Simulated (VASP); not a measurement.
# HfB2 (P6/mmm) in VASP: further runs

HfB2 is run at these levels: PBE; tasks: single point.

All numbers are computed with VASP 6.6.1; they aren't measurements. Logs are shortened: lines on timing, memory, paths and dates and some standing lists are left out, and cuts for length are marked.

**1. The cell of the first run**

The structure is hexagonal, space group P6/mmm (No. 191). Conventional cell: a = 3.109 Å, b = 3.109 Å, c = 3.437 Å, α = 90.00°, β = 90.00°, γ = 120.00°. Hf (site symmetry 6/mmm) has 12 B at 2.49 Å and 6 Hf at 3.11 Å within 3.3 Å. Within 2.5 Å of B (site symmetry -6m2) lie 3 B at 1.80 Å and 6 Hf at 2.49 Å.

**2. Single point, PBE**

Input file INCAR:

```
PREC = Accurate
ENCUT = 500
EDIFF = 1E-6
ISMEAR = -1
SIGMA = 0.15
LREAL = F
LASPH = T
NELM = 120
ALGO = Normal
ISIF = 2
LWAVE = F
LCHARG = T
GGA = PE
LELF = T
LVHAR = T
NBANDS = 15
GGA_COMPAT = F
```

Input file KPOINTS:

```
regular mesh
0
Gamma
  11 11 9
```

Input file POSCAR:

```
HfB2
1.0
    3.1094773832      0.0000000000      0.0000000000
   -1.5547386916      2.6928864064      0.0000000000
    0.0000000000      0.0000000000      3.4372199754
Hf B
1 2
Direct
    0.0000000000      0.0000000000      0.0000000000
    0.3333333333      0.6666666667      0.5000000000
    0.6666666667      0.3333333333      0.5000000000
```

Potentials or basis: VASP PAW PBE potentials, release 64 (Hf_pv, B).

Started as:

```bash
$ cat potpaw_PBE.64/Hf_pv/POTCAR potpaw_PBE.64/B/POTCAR > POTCAR
$ mpirun -np 1 vasp_std > vasp.out
```

OUTCAR:

```text
PREC = Accurate
   ENCUT = 500
   EDIFF = 1E-6
   ISMEAR = -1
   LREAL = F
   LASPH = T
   NELM = 120
   ISIF = 2
   GGA = PE

 ion  position               nearest neighbor table
   1  0.000  0.000  0.000-   2 2.49   3 2.49   2 2.49   3 2.49   3 2.49   3 2.49   2 2.49   2 2.49
                             3 2.49   3 2.49   2 2.49   2 2.49
   2  0.333  0.667  0.500-   3 1.80   3 1.80   3 1.80   1 2.49   1 2.49   1 2.49   1 2.49   1 2.49
                             1 2.49
   3  0.667  0.333  0.500-   2 1.80   2 1.80   2 1.80   1 2.49   1 2.49   1 2.49   1 2.49   1 2.49
                             1 2.49

  LATTYP: Found a hexagonal cell.
 ALAT       =     3.1094773832
 C/A-ratio  =     1.1054011822

  Lattice vectors:

 A1 = (   3.1094773832,   0.0000000000,   0.0000000000)
 A2 = (  -1.5547386916,   2.6928864064,   0.0000000000)
 A3 = (   0.0000000000,   0.0000000000,   3.4372199754)

Analysis of symmetry for initial positions (statically):
=====================================================================
 Subroutine PRICEL returns:
 Original cell was already a primitive cell.

 Routine SETGRP: Setting up the symmetry group for a
 hexagonal supercell.

 Subroutine GETGRP returns: Found 24 space group operations
 (whereof 24 operations were pure point group operations)
 out of a pool of 24 trial point group operations.

The static configuration has the point symmetry D_6h.

Analysis of symmetry for dynamics (positions and initial velocities):
=====================================================================
 Subroutine PRICEL returns:
 Original cell was already a primitive cell.

 Routine SETGRP: Setting up the symmetry group for a
 hexagonal supercell.

 Subroutine GETGRP returns: Found 24 space group operations
 (whereof 24 operations were pure point group operations)
 out of a pool of 24 trial point group operations.

The dynamic configuration has the point symmetry D_6h.

 Subroutine INISYM returns: Found 24 space group operations
 (whereof 24 operations are pure point group operations),
 and found     1 'primitive' translations

----------------------------------------------------------------------------------------

                                     Primitive cell

  volume of cell :      28.7815

  direct lattice vectors                    reciprocal lattice vectors
     3.109477383  0.000000000  0.000000000     0.321597451  0.185674375  0.000000000
    -1.554738692  2.692886406  0.000000000     0.000000000  0.371348750  0.000000000
     0.000000000  0.000000000  3.437219975     0.000000000  0.000000000  0.290932791

  length of vectors
     3.109477383  3.109477383  3.437219975     0.371348750  0.371348750  0.290932791

[... 97 lines left out ...]
   ISMEAR =    -1;   SIGMA  =   0.15  broadening in eV -4-tet -1-fermi 0-gaus
   EFERMI_NEDOS =   21; number of points for ismear=-14 and -15
   IALGO  =     38    algorithm
   IMIX   =      4    mixing-type and parameters
     AMIX     =   0.40;   BMIX     =  1.00
     AMIX_MAG =   1.60;   BMIX_MAG =  1.00
  volume/ion in A,a.u.               =       9.59        64.74
  Fermi-wavevector in a.u.,A,eV,Ry     =   1.346100  2.543760 24.653546  1.811984
  Thomas-Fermi vector in A             =   2.473959
   LORBIT       =      0    0 simple, 1 ext, 2 COOP (PROOUT), +10 PAW based schemes
   GGA     = PE    functional components
   LHFCALC =     F    Hartree Fock is set to
   AEXX    =    0.0000 exact exchange contribution
   IVDW    =     0    specifies the selected vdW correction
   LEPSILON=     F    determine dielectric tensor
   LRPA    =     F    only Hartree local field effects (RPA)
 non-spin polarized calculation
  energy-cutoff  :      500.00
  volume of cell :       28.78
 maximum number of plane-waves:       751
 NGX is ok and might be reduce to    24
   NGX = 11   NGY = 11   NGZ = 13

 number of electron      16.0000000 magnetization

 Free energy of the ion-electron system (eV)
  ---------------------------------------------------
  ext. energy  EPLUGINS =         0.00000000
  ---------------------------------------------------
  free energy    TOTEN  =       -26.38047850 eV

  energy without entropy =      -26.36391001  energy(sigma->0) =      -26.37219426

 E-fermi :   7.9006     XC(G=0): -12.7478

 val. band max:        7.7581430807   @ k =   0.0000   0.0000   0.2222
 cond. band min:       7.9089918735   @ k =   0.2727   0.1818   0.0000
 fundamental gap:      0.1508487928
 Fermi energy:         7.9006342708

 k-point     1 :       0.0000    0.0000    0.0000
  band No.  band energies     occupation
      1     -22.6048      2.00000
      2     -22.0710      2.00000
      3     -22.0710      2.00000
      4      -6.0095      2.00000
      5       4.8520      2.00000
      6       4.9413      2.00000
      7       4.9413      2.00000
      8       5.1783      2.00000
      9      12.1113      0.00000
     10      12.1113      0.00000
     11      12.7837      0.00000
     12      12.7837      0.00000
     13      13.0363      0.00000
     14      13.0363      0.00000
[... 401 lines left out ...]
      2     -22.4651      2.00000
      3     -22.1762      2.00000
      4      -4.6377      2.00000
      5       2.5506      2.00000
      6       3.7496      2.00000
      7       4.3855      2.00000
      8       6.4531      1.99987
      9       8.9208      0.00222
     10      11.4825      0.00000
     11      12.1848      0.00000
     12      13.1326      0.00000
     13      14.5485      0.00000
     14      15.1774      0.00000
     15      16.7924      0.00000

 [... further k-points ...]

------------------------ aborting loop because EDIFF is reached ----------------------------------------

  FORCE on cell =-STRESS in cart. coord.  units (eV):
  Direction    XX          YY          ZZ          XY          YZ          ZX
  --------------------------------------------------------------------------------------
  -------------------------------------------------------------------------------------
  Total        1.7212763      1.7212763      1.7936010      0.0000000      0.0000000     -0.0000000
  in kB       95.8182874     95.8182874     99.8443876      0.0000000      0.0000000     -0.0000000
  external PRESSURE =      97.1603208 kB  Pullay stress =       0.0000000 kB

 VOLUME and BASIS-vectors are now :
 -----------------------------------------------------------------------------
  energy-cutoff  :      500.00
  volume of cell :       28.78
      direct lattice vectors                 reciprocal lattice vectors
     3.109477383  0.000000000  0.000000000     0.321597451  0.185674375  0.000000000
    -1.554738692  2.692886406  0.000000000     0.000000000  0.371348750  0.000000000
     0.000000000  0.000000000  3.437219975     0.000000000  0.000000000  0.290932791

 POSITION                                       TOTAL-FORCE (eV/Angst)
 -----------------------------------------------------------------------------------
      0.00000      0.00000      0.00000         0.000000      0.000000     -0.000000
     -0.00000      1.79526      1.71861         0.000000     -0.000000      0.000000
      1.55474      0.89763      1.71861        -0.000000      0.000000     -0.000000
 -----------------------------------------------------------------------------------
    total drift:                               -0.000000      0.000000      0.000000

  FREE ENERGIE OF THE ION-ELECTRON SYSTEM (eV)
  ---------------------------------------------------
  free  energy   TOTEN  =       -26.3804785028 eV

  energy  without entropy=      -26.3639100132  energy(sigma->0) =      -26.37219426
```

It took 11 s on 1 thread of Intel Xeon 6975P-C (Granite Rapids), shared host; peak memory 0.16 GiB.

What came out:

```yaml
Free_energy: -26.3805 eV
Pressure: 9.7 GPa
Band_gap_on_the_k_mesh: zero (bands 8 and 9 overlap by 1.32 eV)
```

Stress tensor (GPa, compression positive):
```
9.58 0.00 0.00
0.00 9.58 0.00
0.00 0.00 9.98
```

Levels at points of the mesh, in eV from the Fermi level:
```
           k point  band 4  band 5  band 6  band 7  band 8  band 9  band 10  band 11  band 12  band 13
(0.00, 0.00, 0.00)  -13.91   -3.05   -2.96   -2.96   -2.72    4.21     4.21     4.88     4.88     5.14
```

Caveat: the cell stands under pressure; spin-orbit coupling is left out, which moves the levels of the heavy elements.

**3. Single point, PBE**

This run uses another cell than the first one, of 9.88 Å³/atom.

Input file INCAR:

```
PREC     = Accurate       # precision mode
ENCUT    = 500            # plane-wave cutoff, eV
EDIFF    = 1E-6           # SCF threshold, eV
ISMEAR   = -1             # smearing method
SIGMA    = 0.15           # smearing width, eV
LREAL    = F              # projectors in reciprocal space
LASPH    = T              # aspherical terms in the spheres
NELM     = 120            # most SCF steps
ALGO     = Normal         # electronic algorithm
ISIF     = 2              # what is computed and relaxed
LWAVE    = F              # write WAVECAR
LCHARG   = F              # write CHGCAR
GGA      = PE             # functional
NBANDS   = 15             # bands
GGA_COMPAT= F
```

KPOINTS is that of step 2.

Input file POSCAR:

```
HfB2
1.0
    3.1376801753      0.0000000000      0.0000000000
   -1.5688400877      2.7173107408      0.0000000000
    0.0000000000      0.0000000000      3.4768065427
Hf B
1 2
Direct
    0.0000000000      0.0000000000      0.0000000000
    0.3333333333      0.6666666667      0.5000000000
    0.6666666667      0.3333333333      0.5000000000
```

Potentials or basis: VASP PAW PBE potentials, release 64 (Hf_pv, B).

Started as:

```bash
$ cat potpaw_PBE.64/Hf_pv/POTCAR potpaw_PBE.64/B/POTCAR > POTCAR
$ mpirun -np 1 vasp_std > vasp.out
```

OUTCAR:

```text
PREC = Accurate
   ENCUT = 500
   EDIFF = 1E-6
   ISMEAR = -1
   LREAL = F
   LASPH = T
   NELM = 120
   ISIF = 2
   GGA = PE

 ion  position               nearest neighbor table
   1  0.000  0.000  0.000-   2 2.51   3 2.51   2 2.51   3 2.51   3 2.51   3 2.51   2 2.51   2 2.51
                             3 2.51   3 2.51   2 2.51   2 2.51
   2  0.333  0.667  0.500-   3 1.81   3 1.81   3 1.81   1 2.51   1 2.51   1 2.51   1 2.51   1 2.51
                             1 2.51
   3  0.667  0.333  0.500-   2 1.81   2 1.81   2 1.81   1 2.51   1 2.51   1 2.51   1 2.51   1 2.51
                             1 2.51
[... 631 lines left out ...]
  Direction    XX          YY          ZZ          XY          YZ          ZX
  --------------------------------------------------------------------------------------
  -------------------------------------------------------------------------------------
  Total        0.2845598      0.2845598      0.3398904     -0.0000000     -0.0000000      0.0000000
  in kB       15.3799757     15.3799757     18.3704991     -0.0000000     -0.0000000      0.0000000
  external PRESSURE =      16.3768168 kB  Pullay stress =       0.0000000 kB

 VOLUME and BASIS-vectors are now :
 -----------------------------------------------------------------------------
  energy-cutoff  :      500.00
  volume of cell :       29.64
      direct lattice vectors                 reciprocal lattice vectors
     3.137680175  0.000000000  0.000000000     0.318706797  0.184005455  0.000000000
    -1.568840088  2.717310741  0.000000000     0.000000000  0.368010911  0.000000000
     0.000000000  0.000000000  3.476806543     0.000000000  0.000000000  0.287620259

 POSITION                                       TOTAL-FORCE (eV/Angst)
 -----------------------------------------------------------------------------------
      0.00000      0.00000      0.00000        -0.000000      0.000000      0.000000
     -0.00000      1.81154      1.73840         0.000000      0.000000      0.000000
      1.56884      0.90577      1.73840        -0.000000      0.000000      0.000000
 -----------------------------------------------------------------------------------
    total drift:                               -0.000000      0.000000      0.000000

  FREE ENERGIE OF THE ION-ELECTRON SYSTEM (eV)
  ---------------------------------------------------
  free  energy   TOTEN  =       -26.4109937522 eV

  energy  without entropy=      -26.3937517591  energy(sigma->0) =      -26.40237276
```

It took 11 s on 1 thread of Intel Xeon 6975P-C (Granite Rapids), shared host; peak memory 0.16 GiB.

What came out:

* Free energy: -26.4110 eV
* Pressure: 1.6 GPa
* Band gap on the k mesh: zero (bands 8 and 9 overlap by 1.30 eV)

Stress tensor (GPa, compression positive):
```
1.54 0.00 0.00
0.00 1.54 0.00
0.00 0.00 1.84
```

Levels at points of the mesh, in eV from the Fermi level:
```
           k point  band 4  band 5  band 6  band 7  band 8  band 9  band 10  band 11  band 12  band 13
(0.00, 0.00, 0.00)  -13.74   -2.99   -2.88   -2.88   -2.76    4.06     4.06     4.70     4.70     5.02
```

Caveat: spin-orbit coupling is left out, which moves the levels of the heavy elements.

The gap in the log of VASP goes by the Fermi energy; the results here count the filled bands.